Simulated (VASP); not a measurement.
# Os2PdF (R-3m) in VASP: notebook

Os2PdF is run at these levels: PBE; tasks: single point.

All numbers are computed with VASP 6.6.1; they aren't measurements. Logs are shortened: lines on timing, memory, paths and dates and some standing lists are left out, and cuts for length are marked.

## 1. The cell of the first run

Symmetry: R-3m, No. 166, trigonal system. The conventional cell has a = 3.194 Å, b = 3.194 Å, c = 15.635 Å, α = 90.00°, β = 90.00°, γ = 120.00°. Within 3.6 Å of Pd (site symmetry -3m) lie 8 Os at 2.76 to 3.16 Å and 6 F at 3.19 Å and 6 Pd at 3.19 Å. Within 2.6 Å of Os (site symmetry 3m) lie 3 F at 1.92 Å and 3 Os at 2.15 Å. Within 2.6 Å of F (site symmetry -3m) lie 6 Os at 1.92 Å.

## 2. Single point, PBE, collinear spin

Contents of INCAR:

```
PREC = Accurate
ENCUT = 520
EDIFF = 1E-7
ISMEAR = 0
SIGMA = 0.1
LREAL = F
LASPH = T
NELM = 150
ALGO = Normal
ISIF = 2
LWAVE = F
LCHARG = F
ISPIN = 2
MAGMOM = 0 1 1 0
LORBIT = 11
LMAXMIX = 4
GGA = PE
NBANDS = 28
```

Contents of KPOINTS:

```
regular mesh
0
Gamma
  6 6 6
```

Contents of POSCAR:

```
Os2PdF
1.0
    1.5968759500      0.9219567600      5.2117511800
   -1.5968759500      0.9219567600      5.2117511800
    0.0000000000     -1.8439135200      5.2117511800
Pd Os F
1 2 1
Direct
    0.0000000000      0.0000000000      0.0000000000
    0.7981541700      0.7981541700      0.7981541700
    0.2018458300      0.2018458300      0.2018458300
    0.5000000000      0.5000000000      0.5000000000
```

Potentials or basis: VASP PAW PBE potentials, release 64 (Pd, Os, F).

Run with:

```bash
cat potpaw_PBE.64/Pd/POTCAR potpaw_PBE.64/Os/POTCAR potpaw_PBE.64/F/POTCAR > POTCAR
mpirun -np 1 vasp_std > vasp.out
```

OUTCAR:

```text
PREC = Accurate
   ENCUT = 520
   EDIFF = 1E-7
   ISMEAR = 0
   LREAL = F
   LASPH = T
   NELM = 150
   ISIF = 2
   ISPIN = 2
   LORBIT = 11
   GGA = PE

 ion  position               nearest neighbor table
   1  0.000  0.000  0.000-   2 2.76   2 2.76   3 2.76   3 2.76   2 2.76   3 2.76   3 3.16   2 3.16

   2  0.798  0.798  0.798-   4 1.92   4 1.92   4 1.92   3 2.15   3 2.15   3 2.15   1 2.76   1 2.76
                             1 2.76   1 3.16
   3  0.202  0.202  0.202-   4 1.92   4 1.92   4 1.92   2 2.15   2 2.15   2 2.15   1 2.76   1 2.76
                             1 2.76   1 3.16
   4  0.500  0.500  0.500-   3 1.92   3 1.92   2 1.92   2 1.92   3 1.92   2 1.92

  LATTYP: Found a trigonal (rhomboedric) cell.
 ALAT       =     5.5283241067
 COS(alpha) =     0.8331272728

  Lattice vectors:

 A1 = (   1.5968759500,   0.9219567600,   5.2117511800)
 A2 = (  -1.5968759500,   0.9219567600,   5.2117511800)
 A3 = (   0.0000000000,  -1.8439135200,   5.2117511800)

Analysis of symmetry for initial positions (statically):
=====================================================================
 Subroutine PRICEL returns:
 Original cell was already a primitive cell.

 Routine SETGRP: Setting up the symmetry group for a
 trigonal (rhombohedral) supercell.

 Subroutine GETGRP returns: Found 12 space group operations
 (whereof 12 operations were pure point group operations)
 out of a pool of 12 trial point group operations.

The static configuration has the point symmetry D_3d.

Analysis of symmetry for dynamics (positions and initial velocities):
=====================================================================
 Subroutine PRICEL returns:
 Original cell was already a primitive cell.

 Routine SETGRP: Setting up the symmetry group for a
 trigonal (rhombohedral) supercell.

 Subroutine GETGRP returns: Found 12 space group operations
 (whereof 12 operations were pure point group operations)
 out of a pool of 12 trial point group operations.

The dynamic configuration has the point symmetry D_3d.

Analysis of structural, dynamic, and magnetic symmetry:
=====================================================================
 Subroutine PRICEL returns:
 Original cell was already a primitive cell.

 Routine SETGRP: Setting up the symmetry group for a
 trigonal (rhombohedral) supercell.

 Subroutine GETGRP returns: Found 12 space group operations
 (whereof 12 operations were pure point group operations)
 out of a pool of 12 trial point group operations.

The overall configuration has the point symmetry D_3d.

 Subroutine INISYM returns: Found 12 space group operations
 (whereof 12 operations are pure point group operations),
 and found     1 'primitive' translations

----------------------------------------------------------------------------------------

                                     Primitive cell

  volume of cell :      46.0380

  direct lattice vectors                    reciprocal lattice vectors
     1.596875950  0.921956760  5.211751180     0.313111360  0.180774928  0.063958029
    -1.596875950  0.921956760  5.211751180    -0.313111360  0.180774928  0.063958029
     0.000000000 -1.843913520  5.211751180     0.000000000 -0.361549855  0.063958029

  length of vectors
     5.528324107  5.528324107  5.528324107     0.367163353  0.367163353  0.367163353

  position of ions in fractional coordinates (direct lattice)
     0.000000000  0.000000000  0.000000000
     0.798154170  0.798154170  0.798154170
     0.201845830  0.201845830  0.201845830
     0.500000000  0.500000000  0.500000000

  ion indices of the primitive-cell ions
   primitive index   ion index
                 1           1
                 2           2
                 3           3
                 4           4

----------------------------------------------------------------------------------------

 KPOINTS: regular mesh

Automatic generation of k-mesh.
 Grid dimensions read from file:
 generate k-points for:    6    6    6

 Generating k-lattice:

  Cartesian coordinates                     Fractional coordinates (reciprocal lattice)
     0.052185227  0.030129155  0.010659672     0.166666667 -0.000000000  0.000000000
    -0.052185227  0.030129155  0.010659672    -0.000000000  0.166666667  0.000000000
     0.000000000 -0.060258309  0.010659672     0.000000000  0.000000000  0.166666667

  Length of vectors
     0.061193892  0.061193892  0.061193892

  Shift w.r.t. Gamma in fractional coordinates (k-lattice)
     0.000000000  0.000000000  0.000000000

 Subroutine IBZKPT returns following result:
 ===========================================

 Found     32 irreducible k-points:

 Following reciprocal coordinates:
            Coordinates               Weight
  0.000000  0.000000  0.000000      1.000000
  0.166667  0.000000  0.000000      6.000000
  0.333333  0.000000  0.000000      6.000000
  0.500000 -0.000000  0.000000      3.000000
  0.166667  0.166667  0.000000      6.000000
  0.333333  0.166667  0.000000     12.000000
[... 16 lines left out ...]
  0.500000  0.500000  0.166667      6.000000
 -0.333333  0.500000  0.166667     12.000000
 [... further k-points ...]
   k-points           NKPTS =     32   k-points in BZ     NKDIM =     32   number of bands    NBANDS=     28
   number of dos      NEDOS =    301   number of ions     NIONS =      4
   total plane-waves  NPLWV =  74088
   dimension x,y,z NGX =    42 NGY =   42 NGZ =   42
   dimension x,y,z NGXF=    84 NGYF=   84 NGZF=   84
   ions per type =               1   2   1
   NGX,Y,Z   is equivalent  to a cutoff of  12.63, 12.63, 12.63 a.u.
   NGXF,Y,Z  is equivalent  to a cutoff of  25.26, 25.26, 25.26 a.u.
 SYSTEM =  unknown system
   PREC   = accura    normal or accurate (medium, high low for compatibility)
   ISTART =      0    job   : 0-new  1-cont  2-samecut
   ICHARG =      2    charge: 1-file 2-atom 10-const
   ISPIN  =      2    spin polarized calculation?
   LNONCOLLINEAR =      F non collinear calculations
   LSORBIT =      F    spin-orbit coupling
   LASPH  =      T    aspherical Exc in radial PAW
   ENCUT  =  520.0 eV  38.22 Ry    6.18 a.u.  10.28 10.28 10.28*2*pi/ulx,y,z
   NELM   =    150;   NELMIN=  2; NELMDL= -5     # of ELM steps
   EDIFF  = 0.1E-06   stopping-criterion for ELM
   LREAL  =      F    real-space projection
   EDIFFG = 0.1E-05   stopping-criterion for IOM
   NSW    =      0    number of steps for IOM
   IBRION =     -1    ionic relax: 0-MD 1-quasi-New 2-CG
   NFREE  =      0    steps in history (QN), initial steepest desc. (CG)
   ISIF   =      2    stress and relaxation
   ISYM   =      2    0-nonsym 1-usesym 2-fastsym
   POTIM  = 0.5000    time-step for ionic-motion
   TEBEG  =    0.0;   TEEND  =   0.0 temperature during run
   PSTRESS=    0.0 pullay stress
   NELECT =      33.0000    total number of electrons
   NUPDOWN=      -1.0000    fix difference up-down
   EMIN   =  10.00;   EMAX   =-10.00  energy-range for DOS
   EFERMI =   0.00;   METHOD = LEGACY
   ISMEAR =     0;   SIGMA  =   0.10  broadening in eV -4-tet -1-fermi 0-gaus
   EFERMI_NEDOS =   21; number of points for ismear=-14 and -15
   IALGO  =     38    algorithm
   IMIX   =      4    mixing-type and parameters
     AMIX     =   0.40;   BMIX     =  1.00
     AMIX_MAG =   1.60;   BMIX_MAG =  1.00
  volume/ion in A,a.u.               =      11.51        77.67
  Fermi-wavevector in a.u.,A,eV,Ry     =   1.465122  2.768680 29.206046  2.146584
  Thomas-Fermi vector in A             =   2.581017
   LORBIT       =     11    0 simple, 1 ext, 2 COOP (PROOUT), +10 PAW based schemes
   GGA     = PE    functional components
   LHFCALC =     F    Hartree Fock is set to
   AEXX    =    0.0000 exact exchange contribution
   IVDW    =     0    specifies the selected vdW correction
   LEPSILON=     F    determine dielectric tensor
   LRPA    =     F    only Hartree local field effects (RPA)
 spin polarized calculation
 Gauss-broadening in eV      SIGMA  =   0.10
  energy-cutoff  :      520.00
  volume of cell :       46.04
 maximum number of plane-waves:      1252
 NGX is ok and might be reduce to    42
   NGX = 21   NGY = 21   NGZ = 21

 number of electron      33.0000000 magnetization      -0.0001774

 number of electron      33.0000000 magnetization       0.0000047

 Free energy of the ion-electron system (eV)
  ---------------------------------------------------
  ext. energy  EPLUGINS =         0.00000000
  ---------------------------------------------------
  free energy    TOTEN  =       -14.18251243 eV

  energy without entropy =      -14.16899715  energy(sigma->0) =      -14.17575479

 E-fermi :  11.0900     XC(G=0): -13.7071

 val. band max:       11.0810410375   @ k =  -0.3333   0.1667   0.1667
 cond. band min:      11.0916797761   @ k =   0.3333   0.1667   0.0000
 fundamental gap:      0.0106387386
 Fermi energy:        11.0899693317

 spin component 1

 k-point     1 :       0.0000    0.0000    0.0000
  band No.  band energies     occupation
      1     -21.2110      1.00000
      2      -5.2106      1.00000
      3      -5.2106      1.00000
      4      -2.9213      1.00000
      5       3.1408      1.00000
      6       3.2346      1.00000
[... 733 lines left out ...]
     27      25.7048      0.00000
     28      26.5633      0.00000

 [... further k-points ...]

 spin component 2

 k-point     1 :       0.0000    0.0000    0.0000
  band No.  band energies     occupation
      1     -21.2110      1.00000
      2      -5.2106      1.00000
      3      -5.2106      1.00000
      4      -2.9213      1.00000
      5       3.1408      1.00000
      6       3.2346      1.00000
[... 733 lines left out ...]
     27      25.7048      0.00000
     28      26.5633      0.00000

 [... further k-points ...]

------------------------ aborting loop because EDIFF is reached ----------------------------------------

  FORCE on cell =-STRESS in cart. coord.  units (eV):
  Direction    XX          YY          ZZ          XY          YZ          ZX
  --------------------------------------------------------------------------------------
  -------------------------------------------------------------------------------------
  Total       67.5966924     67.5966924     21.0722813     -0.0000000     -0.0000000      0.0000000
  in kB     2352.4444184   2352.4444205    733.3401799     -0.0000000     -0.0000000      0.0000000
  external PRESSURE =    1812.7430062 kB  Pullay stress =       0.0000000 kB

 VOLUME and BASIS-vectors are now :
 -----------------------------------------------------------------------------
  energy-cutoff  :      520.00
  volume of cell :       46.04
      direct lattice vectors                 reciprocal lattice vectors
     1.596875950  0.921956760  5.211751180     0.313111360  0.180774928  0.063958029
    -1.596875950  0.921956760  5.211751180    -0.313111360  0.180774928  0.063958029
     0.000000000 -1.843913520  5.211751180     0.000000000 -0.361549855  0.063958029

 POSITION                                       TOTAL-FORCE (eV/Angst)
 -----------------------------------------------------------------------------------
      0.00000      0.00000      0.00000        -0.000000     -0.000000      0.000000
      0.00000      0.00000     12.47934        -0.000000     -0.000000    -14.906441
      0.00000      0.00000      3.15591        -0.000000      0.000000     14.906441
      0.00000      0.00000      7.81763         0.000000      0.000000      0.000000
 -----------------------------------------------------------------------------------
    total drift:                                0.000000      0.000000      0.000000

  FREE ENERGIE OF THE ION-ELECTRON SYSTEM (eV)
  ---------------------------------------------------
  free  energy   TOTEN  =       -14.1825124303 eV

  energy  without entropy=      -14.1689971491  energy(sigma->0) =      -14.17575479

 total charge

# of ion       s       p       d       tot
------------------------------------------
    1        0.463   0.489   8.576   9.529
    2        0.846   0.880   6.789   8.516
    3        0.846   0.880   6.789   8.516
    4        1.817   4.544   0.000   6.361
--------------------------------------------------
tot          3.973   6.794  22.154  32.921

 magnetization (x)

# of ion       s       p       d       tot
------------------------------------------
    1       -0.000   0.000   0.000   0.000
    2        0.000  -0.000   0.000   0.000
    3        0.000  -0.000   0.000   0.000
    4        0.000   0.000   0.000   0.000
--------------------------------------------------
tot          0.000   0.000   0.000   0.000
```

Wall time 2.1 min (1 thread of AMD EPYC 9R45 (Zen 5), shared host); peak memory 0.32 GiB.

What came out:

```
Free energy                                           : -14.1825 eV
Pressure                                              : 181.3 GPa
Largest force                                         : 14.906 eV/Å
Net moment                                            : 0.00 μB per cell
Valence electrons inside the program's atomic spheres : Pd 9.53; Os 8.52; F 6.36
```

Forces in eV/Å, atoms in the order of the input:
```
Pd    0.000   0.000   0.000
Os    0.000   0.000 -14.906
Os    0.000   0.000  14.906
F     0.000   0.000   0.000
```

Stress tensor (GPa, compression positive):
```
235.24   0.00   0.00
  0.00 235.24   0.00
  0.00   0.00  73.33
```

Caveat: the k points lie up to 0.38 Å⁻¹ apart; spin-orbit coupling is left out, which moves the levels of the heavy elements; forces of over 1 eV/Å act on the atoms, so gaps and moduli don't describe the material at rest.

## 3. Single point, PBE, collinear spin

This run uses another cell than the first one, of 15.31 Å³/atom.

Contents of INCAR:

```
  PREC = Accurate
  ENCUT = 520
  EDIFF = 1E-6
  ISMEAR = 0
  SIGMA = 0.1
  LREAL = False
  LASPH = True
  NELM = 150
  ALGO = Normal
  ISIF = 2
  LWAVE = False
  LCHARG = True
  ISPIN = 2
  MAGMOM = 0 1 1 0
  LORBIT = 11
  LMAXMIX = 4
  GGA = PE
  LELF = True
  LVHAR = True
  NBANDS = 28
```

Contents of KPOINTS:

```
Automatic mesh
0
Gamma
  6 6 6
```

Contents of POSCAR:

```
Os2PdF
1.0
    2.0355047867      1.1751992366      4.2662683806
   -2.0355047867      1.1751992366      4.2662683806
    0.0000000000     -2.3503984731      4.2662683806
Pd Os F
1 2 1
Direct
    0.0000000000      0.0000000000      0.0000000000
    0.7987759430      0.7987759430      0.7987759430
    0.2012240570      0.2012240570      0.2012240570
    0.5000000000      0.5000000000      0.5000000000
```

Potentials or basis: VASP PAW PBE potentials, release 64 (Pd, Os, F).

Run with:

```bash
cat potpaw_PBE.64/Pd/POTCAR potpaw_PBE.64/Os/POTCAR potpaw_PBE.64/F/POTCAR > POTCAR
mpirun -np 1 vasp_std > vasp.out
```

Run time: 60 s. Hardware: 1 thread of AMD EPYC 9R45 (Zen 5), shared host; peak memory 0.26 GiB.

Results (log left out):

| Item | Value |
| --- | --- |
| Free energy | -27.2184 eV |
| Pressure | -0.4 GPa |
| Largest force | 0.041 eV/Å |
| Net moment | 0.00 μB per cell |
| Valence electrons inside the program's atomic spheres | Pd 9.43; Os 7.06; F 6.05 |

Forces on the atoms (eV/Å):
```
Pd   0.000  0.000  0.000
Os   0.000  0.000  0.041
Os   0.000  0.000 -0.041
F    0.000  0.000  0.000
```

Stress tensor (GPa, compression positive):
```
-0.37  0.00  0.00
 0.00 -0.37  0.00
 0.00  0.00 -0.52
```

Levels at points of the mesh, in eV from the Fermi level:
Spin up:
| k point | band 14 | band 15 | band 16 | band 17 | band 18 | band 19 |
| --- | --- | --- | --- | --- | --- | --- |
| (0.00, 0.00, 0.00) | -2.15 | -1.74 | -1.74 | 1.06 | 1.06 | 1.15 |
| (0.50, 0.00, 0.00) | -2.02 | -1.90 | -1.03 | 0.43 | 0.49 | 0.59 |
| (0.50, 0.50, 0.00) | -2.27 | -0.69 | -0.43 | -0.14 | 0.87 | 0.93 |
| (0.50, 0.50, 0.50) | -1.13 | -0.04 | -0.04 | 0.30 | 0.30 | 0.77 |
Spin down:
```tsv
k point	band 14	band 15	band 16	band 17	band 18	band 19
(0.00, 0.00, 0.00)	-2.15	-1.74	-1.74	1.06	1.06	1.15
(0.50, 0.00, 0.00)	-2.02	-1.90	-1.03	0.43	0.49	0.59
(0.50, 0.50, 0.00)	-2.27	-0.69	-0.43	-0.14	0.87	0.93
(0.50, 0.50, 0.50)	-1.13	-0.04	-0.04	0.30	0.30	0.77
```

Caveat: spin-orbit coupling is left out, which moves the levels of the heavy elements.

## 4. Single point, PBE

This run uses another cell than the first one, of 15.27 Å³/atom.

Contents of INCAR:

```
SYSTEM = Os2PdF
ALGO     = Normal         ! electronic algorithm
EDIFF    = 1E-6           ! SCF threshold, eV
ENCUT    = 520            ! plane-wave cutoff, eV
GGA      = PE             ! functional
ISIF     = 2              ! what is computed and relaxed
ISMEAR   = 0              ! smearing method
LASPH    = .TRUE.         ! aspherical terms in the spheres
LCHARG   = .TRUE.         ! write CHGCAR
LELF     = .TRUE.         ! ELF
LREAL    = .FALSE.        ! projectors in reciprocal space
LVHAR    = .TRUE.       
LWAVE    = .FALSE.        ! write WAVECAR
NBANDS   = 24             ! bands
NELM     = 80             ! most SCF steps
PREC     = Accurate       ! precision mode
SIGMA    = 0.1            ! smearing width, eV
```

Contents of KPOINTS:

```
k-points
0
G
  12 12 12
  0 0 0
```

Contents of POSCAR:

```
Os2PdF
1.0
    2.0359254484      1.1754421057      4.2531930272
   -2.0359254484      1.1754421057      4.2531930272
    0.0000000000     -2.3508842114      4.2531930273
Pd Os F
1 2 1
Direct
    0.0000000000      0.0000000000      0.0000000000
    0.7983953074      0.7983953074      0.7983953074
    0.2016046926      0.2016046926      0.2016046926
    0.5000000000      0.5000000000      0.5000000000
```

Run with:

```bash
cat potpaw_PBE.64/Pd/POTCAR potpaw_PBE.64/Os/POTCAR potpaw_PBE.64/F/POTCAR > POTCAR
mpirun -np 1 vasp_std > vasp.out
```

It took 2.7 min on 1 thread of AMD EPYC 9R45 (Zen 5), shared host; peak memory 0.39 GiB.

Results (log left out):

| Property | Result |
| --- | --- |
| Free energy | -27.2293 eV |
| Pressure | -0.3 GPa |
| Largest force | 0.035 eV/Å |
| Band gap on the k mesh | zero (an odd number of electrons rules out a gap without spin polarisation) |

Forces in eV/Å, atoms in the order of the input:
```
Pd   0.000  0.000  0.000
Os   0.000  0.000  0.035
Os   0.000  0.000 -0.035
F    0.000  0.000  0.000
```

Stress tensor (GPa, compression positive):
```
-0.26  0.00  0.00
 0.00 -0.26  0.00
 0.00  0.00 -0.38
```

Levels at points of the mesh, in eV from the Fermi level:
```tsv
k point	band 13	band 14	band 15	band 16	band 17	band 18	band 19	band 20
(0.00, 0.00, 0.00)	-2.29	-2.15	-1.76	-1.76	1.04	1.04	1.12	1.12
(0.50, 0.00, 0.00)	-2.29	-2.07	-1.94	-1.05	0.39	0.47	0.55	1.07
(0.50, 0.50, 0.00)	-2.34	-2.30	-0.71	-0.47	-0.15	0.85	0.90	1.04
(0.50, 0.50, 0.50)	-2.25	-1.12	-0.05	-0.05	0.27	0.27	0.75	1.24
```

Caveat: spin-orbit coupling is left out, which moves the levels of the heavy elements; an odd number of electrons without spin polarisation forces a metal; a magnetic or distorted state may lie lower.

## 5. Overview

| spin | cell | k mesh | gap on the mesh (eV) | pressure (GPa) | moment (μB) | largest force (eV/Å) |
| --- | --- | --- | --- | --- | --- | --- |
| collinear | a = 5.528 Å, angles 33.6°, 4 atoms | 6 × 6 × 6 | none | 181.3 | 0.00 | 14.91 |
| collinear | a = 4.871 Å, angles 49.4°, 4 atoms | 6 × 6 × 6 | none | -0.4 | 0.00 | 0.04 |
| off | a = 4.860 Å, angles 49.5°, 4 atoms | 12 × 12 × 12 | none | -0.3 | - | 0.03 |

Alike in all rows: task single point; level PBE; potentials or basis VASP PAW PBE potentials, release 64 (Pd, Os, F); cutoff (eV) 520; smearing gaussian 0.1 eV.

Caveats: some runs use coarse meshes; spin-orbit coupling is left out, which moves the levels of the heavy elements; forces of over 1 eV/Å act on the atoms, so gaps and moduli don't describe the material at rest (at least some runs); an odd number of electrons without spin polarisation forces a metal (at least some runs); a magnetic or distorted state may lie lower (at least some runs).

Total energies depend on the potentials used, so only differences within one code and one set of settings carry meaning.
